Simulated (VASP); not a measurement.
# Ti3Al (vib) (P6_3/mmc) in VASP: notebook, part 2 of 2

VASP 6.6.1. Earlier steps stand in the parts before.

**4. Single point, LDA**

This run uses another cell than the first one, of 15.64 Å³/atom, 0.935 times its volume.

INCAR reads:

```
PREC = Accurate ; ENCUT = 520
EDIFF = 1E-6 ; ISMEAR = -1
SIGMA = 0.15 ; LREAL = F
LASPH = T ; NELM = 80
ALGO = Fast ; ISIF = 2
LWAVE = F ; LCHARG = F
NBANDS = 49
```

KPOINTS reads:

```
regular mesh
0
Gamma
  6 6 6
```

POSCAR reads:

```
Ti3Al
1.0
    5.6257219066      0.0000000000      0.0000000000
   -2.8128609533      4.8720180858      0.0000000000
    0.0000000000      0.0000000000      4.5654551058
Ti Al
6 2
Direct
    0.8305464058      0.6610928116      0.2500000000
    0.1694535942      0.8305464058      0.7500000000
    0.3389071884      0.1694535942      0.2500000000
    0.1694535942      0.3389071884      0.7500000000
    0.8305464058      0.1694535942      0.2500000000
    0.6610928116      0.8305464058      0.7500000000
    0.3333333333      0.6666666667      0.2500000000
    0.6666666667      0.3333333333      0.7500000000
```

Potentials or basis: VASP PAW LDA potentials, release 64 (Ti_sv, Al).

The run is started by

```
$ cat potpaw_LDA.64/Ti_sv/POTCAR potpaw_LDA.64/Al/POTCAR > POTCAR
$ mpirun -np 1 vasp_std > vasp.out
```

OUTCAR:

```text
PREC = Accurate
   ENCUT = 520
   EDIFF = 1E-6
   ISMEAR = -1
   LREAL = F
   LASPH = T
   NELM = 80
   ISIF = 2

 ion  position               nearest neighbor table
   1  0.831  0.661  0.250-   3 2.77   5 2.77   8 2.79   8 2.79   7 2.81   7 2.81   6 2.82   2 2.82
                             6 2.82   2 2.82   5 2.86   3 2.86
   2  0.169  0.831  0.750-   6 2.77   4 2.77   7 2.79   7 2.79   8 2.81   8 2.81   1 2.82   1 2.82
                             3 2.82   3 2.82   6 2.86   4 2.86
   3  0.339  0.169  0.250-   5 2.77   1 2.77   8 2.79   8 2.79   7 2.81   7 2.81   4 2.82   4 2.82
                             2 2.82   2 2.82   5 2.86   1 2.86
   4  0.169  0.339  0.750-   2 2.77   6 2.77   7 2.79   7 2.79   8 2.81   8 2.81   3 2.82   5 2.82
                             5 2.82   3 2.82   2 2.86   6 2.86
   5  0.831  0.169  0.250-   3 2.77   1 2.77   8 2.79   8 2.79   7 2.81   7 2.81   4 2.82   4 2.82
                             6 2.82   6 2.82   3 2.86   1 2.86
   6  0.661  0.831  0.750-   2 2.77   4 2.77   7 2.79   7 2.79   8 2.81   8 2.81   1 2.82   1 2.82
                             5 2.82   5 2.82   2 2.86   4 2.86
   7  0.333  0.667  0.250-   2 2.79   2 2.79   6 2.79   6 2.79   4 2.79   4 2.79   1 2.81   3 2.81
                             5 2.81   5 2.81   1 2.81   3 2.81
   8  0.667  0.333  0.750-   5 2.79   5 2.79   3 2.79   3 2.79   1 2.79   1 2.79   4 2.81   6 2.81
                             2 2.81   2 2.81   4 2.81   6 2.81

  LATTYP: Found a hexagonal cell.
 ALAT       =     5.6257219066
[... 206 lines left out ...]
      1     -47.1240      2.00000
      2     -46.9975      2.00000
      3     -46.9943      2.00000
      4     -46.9943      2.00000
      5     -46.9338      2.00000
      6     -46.9338      2.00000
[... 1237 lines left out ...]
     48      10.6191      0.00001
     49      10.8254      0.00000

 [... further k-points ...]
[... 5 lines left out ...]
  --------------------------------------------------------------------------------------
  -------------------------------------------------------------------------------------
  Total        0.0546096      0.0546096      0.0916240      0.0000000      0.0000000      0.0000000
  in kB        0.6992107      0.6992107      1.1731370      0.0000000      0.0000000      0.0000000
  external PRESSURE =       0.8571861 kB  Pullay stress =       0.0000000 kB

 VOLUME and BASIS-vectors are now :
 -----------------------------------------------------------------------------
  energy-cutoff  :      520.00
  volume of cell :      125.13
      direct lattice vectors                 reciprocal lattice vectors
     5.625721907  0.000000000  0.000000000     0.177754965  0.102626877  0.000000000
    -2.812860953  4.872018086  0.000000000     0.000000000  0.205253754  0.000000000
     0.000000000  0.000000000  4.565455106     0.000000000  0.000000000  0.219036214

 POSITION                                       TOTAL-FORCE (eV/Angst)
 -----------------------------------------------------------------------------------
      2.81286      3.22086      1.14136        -0.000000      0.007315      0.000000
     -1.38291      4.04644      3.42409        -0.006335      0.003657      0.000000
      1.42995      0.82558      1.14136        -0.006335     -0.003657     -0.000000
      0.00000      1.65116      3.42409        -0.000000     -0.007315     -0.000000
      4.19577      0.82558      1.14136         0.006335     -0.003657     -0.000000
      1.38291      4.04644      3.42409         0.006335      0.003657     -0.000000
     -0.00000      3.24801      1.14136        -0.000000      0.000000     -0.000000
      2.81286      1.62401      3.42409        -0.000000      0.000000     -0.000000
 -----------------------------------------------------------------------------------
    total drift:                               -0.000000      0.000000     -0.000000

  FREE ENERGIE OF THE ION-ELECTRON SYSTEM (eV)
  ---------------------------------------------------
  free  energy   TOTEN  =       -62.2716115378 eV

  energy  without entropy=      -61.6981866322  energy(sigma->0) =      -61.98489908
```

stdout:

```text
POSCAR found type information on POSCAR TiAl
 POSCAR found :  2 types and       8 ions
 scaLAPACK will be used
 LDA part: xc-table for (Slater(with rela. corr.)+CA(PZ))
 , standard interpolation
 POSCAR, INCAR and KPOINTS ok, starting setup
 FFT: planning ... GRIDC
 FFT: planning ... GRID_SOFT
 FFT: planning ... GRID
 WAVECAR not read
 entering main loop
WARNING in EDDRMM: call to ZHEGV failed, returncode =   8  4     34
WARNING in EDDRMM: call to ZHEGV failed, returncode =   8  4     31
WARNING in EDDRMM: call to ZHEGV failed, returncode =   8  4     27
WARNING in EDDRMM: call to ZHEGV failed, returncode =   8  4      8
WARNING in EDDRMM: call to ZHEGV failed, returncode =   6  3     12
WARNING in EDDRMM: call to ZHEGV failed, returncode =   8  4     31
WARNING in EDDRMM: call to ZHEGV failed, returncode =   8  4     26
WARNING in EDDRMM: call to ZHEGV failed, returncode =   6  3     21
WARNING in EDDRMM: call to ZHEGV failed, returncode =   8  4     10
WARNING in EDDRMM: call to ZHEGV failed, returncode =   6  3     28
WARNING in EDDRMM: call to ZHEGV failed, returncode =   8  4     47
WARNING in EDDRMM: call to ZHEGV failed, returncode =   6  3     18
WARNING in EDDRMM: call to ZHEGV failed, returncode =   8  4     43
WARNING in EDDRMM: call to ZHEGV failed, returncode =   6  3     18
```

Wall time 14 min (1 thread of AMD EPYC 7R13 (Zen 3), shared host); peak memory 0.24 GiB.

Results:

```yaml
Free_energy: -62.2716 eV
Pressure: 0.1 GPa
Largest_force: 0.007 eV/Å
Band_gap_on_the_k_mesh: zero (band 39 reaches 8.71 eV, above the bottom of band 40 at 8.54 eV)
```

Forces on the atoms (eV/Å):
```
Ti   0.000  0.007  0.000
Ti  -0.006  0.004  0.000
Ti  -0.006 -0.004  0.000
Ti   0.000 -0.007  0.000
Ti   0.006 -0.004  0.000
Ti   0.006  0.004  0.000
Al   0.000  0.000  0.000
Al   0.000  0.000  0.000
```

**5. Relaxation of cell and atoms, LDA**

This run uses another cell than the first one, of 15.59 Å³/atom, 0.932 times its volume.

INCAR reads:

```
SYSTEM = Ti3Al
PREC = Accurate
ENCUT = 600
EDIFF = 1E-6
ISMEAR = -1
SIGMA = 0.15
LREAL = .False.
LASPH = .True.
NELM = 80
ALGO = Fast
ISIF = 3
LWAVE = .False.
LCHARG = .False.
GGA = CA
IBRION = 2
NSW = 80
EDIFFG = -0.001
```

KPOINTS reads:

```
Automatic mesh
0
Gamma
  6 6 6
  0 0 0
```

POSCAR reads:

```
Ti3Al
1.0
    5.6159412359      0.0000000000      0.0000000000
   -2.8079706180      4.8635477765      0.0000000000
    0.0000000000      0.0000000000      4.5657584285
Ti Al
6 2
Direct
    0.8302898577      0.6605797155      0.2500000000
    0.1697101423      0.8302898577      0.7500000000
    0.3394202845      0.1697101423      0.2500000000
    0.1697101423      0.3394202845      0.7500000000
    0.8302898577      0.1697101423      0.2500000000
    0.6605797155      0.8302898577      0.7500000000
    0.3333333333      0.6666666667      0.2500000000
    0.6666666667      0.3333333333      0.7500000000
```

The run is started by

```
$ cat potpaw_LDA.64/Ti_sv/POTCAR potpaw_LDA.64/Al/POTCAR > POTCAR
$ mpirun -np 1 vasp_std > vasp.out
```

Run time: 48 min. Hardware: 1 thread of AMD EPYC 7R13 (Zen 3), shared host; peak memory 0.3 GiB.

It converged, with:

```yaml
Free_energy: -62.2697 eV
Relaxed_volume: 15.65 Å³/atom
Relaxed_cell: a = 5.626 Å, b = 5.626 Å, c = 4.566 Å, α = 90.00°, β = 90.00°, γ = 120.00°
Space_group_after_relaxing_to_0.05_Å: P6_3/mmc (No. 194)
Energy_gained_by_relaxing: 0.1 meV/atom
Ionic_steps: 20
Pressure_after_relaxing: 0.0 GPa
Band_gap_on_the_k_mesh: zero (band 39 reaches 8.71 eV, above the bottom of band 40 at 8.54 eV)
```

Step by step:
```
step  energy change (eV)  largest force (eV/Å)  pressure (GPa)  volume (Å³)
   1              0.0000                0.0358            0.46       124.71
   2             -0.0006                0.0145           -0.38       125.52
   3             -0.0009                0.0249           -0.07       125.23
   4             -0.0011                0.0058           -0.04       125.20
   5             -0.0011                0.0019           -0.03       125.19
   6             -0.0011                0.0054           -0.01       125.17
   7             -0.0011                0.0038           -0.02       125.18
   8             -0.0011                0.0020           -0.01       125.18
   9             -0.0011                0.0019           -0.01       125.18
  10             -0.0011                0.0006           -0.02       125.18
  11             -0.0011                0.0012            0.02       125.15
  12             -0.0011                0.0000            0.01       125.16
  13             -0.0011                0.0011           -0.01       125.17
  14             -0.0011                0.0012           -0.01       125.17
  15             -0.0011                0.0010            0.01       125.16
  16             -0.0011                0.0037            0.00       125.16
  17             -0.0011                0.0022            0.00       125.16
  18             -0.0011                0.0033            0.00       125.16
  19             -0.0011                0.0021            0.00       125.16
  20             -0.0011                0.0006            0.00       125.16
```

Final structure:
```
CELL_PARAMETERS angstrom
5.62582 0.00000 0.00000
-2.81291 4.87210 0.00000
0.00000 0.00000 4.56637
ATOMIC_POSITIONS crystal
Ti 0.83061 0.66121 0.25000
Ti 0.16939 0.83061 0.75000
Ti 0.33879 0.16939 0.25000
Ti 0.16939 0.33879 0.75000
Ti 0.83061 0.16939 0.25000
Ti 0.66122 0.83061 0.75000
Al 0.33333 0.66667 0.25000
Al 0.66667 0.33333 0.75000
```

Levels at points of the mesh, in eV from the Fermi level:
```
           k point  band 35  band 36  band 37  band 38  band 39  band 40  band 41  band 42  band 43  band 44
(0.00, 0.00, 0.00)    -1.39    -1.06    -1.06    -0.58    -0.20     0.08     0.71     0.71     0.72     0.93
(0.50, 0.00, 0.00)    -0.92    -0.88    -0.65    -0.43    -0.39     0.51     0.52     0.69     0.72     0.97
(0.00, 0.00, 0.50)    -0.70    -0.70    -0.58    -0.58    -0.13    -0.13     0.51     0.51     0.51     0.51
(0.50, 0.00, 0.50)    -0.44    -0.44    -0.24    -0.24    -0.01    -0.01     0.25     0.25     0.65     0.65
```

**6. Overview**

```tsv
task	cell	k mesh	cutoff (eV)	smearing	gap on the mesh (eV)	pressure (GPa)	largest force (eV/Å)
single point	a = 5.768, b = 5.768, c = 4.642 Å, angles 90.0, 90.0, 120.0°, 8 atoms	6 × 6 × 4	520	gaussian 0.1 eV	none	-7.7	0.22
single point	a = 5.616, b = 5.616, c = 4.566 Å, angles 90.0, 90.0, 120.0°, 8 atoms	6 × 6 × 6	520	gaussian 0.1 eV	none	0.1	0.01
single point	a = 5.626, b = 5.626, c = 4.565 Å, angles 90.0, 90.0, 120.0°, 8 atoms	6 × 6 × 6	520	fermi-dirac 0.15 eV	none	0.1	0.01
relaxation of cell and atoms	relaxed from a = 5.616, b = 5.616, c = 4.566 Å, angles 90.0, 90.0, 120.0°, 8 atoms	6 × 6 × 6	600	fermi-dirac 0.15 eV	none	0.0	-
```

Alike in all rows: level LDA; potentials or basis VASP PAW LDA potentials, release 64 (Ti_sv, Al); no spin polarisation.

Absolute energies hang on the potentials; compare differences alone.
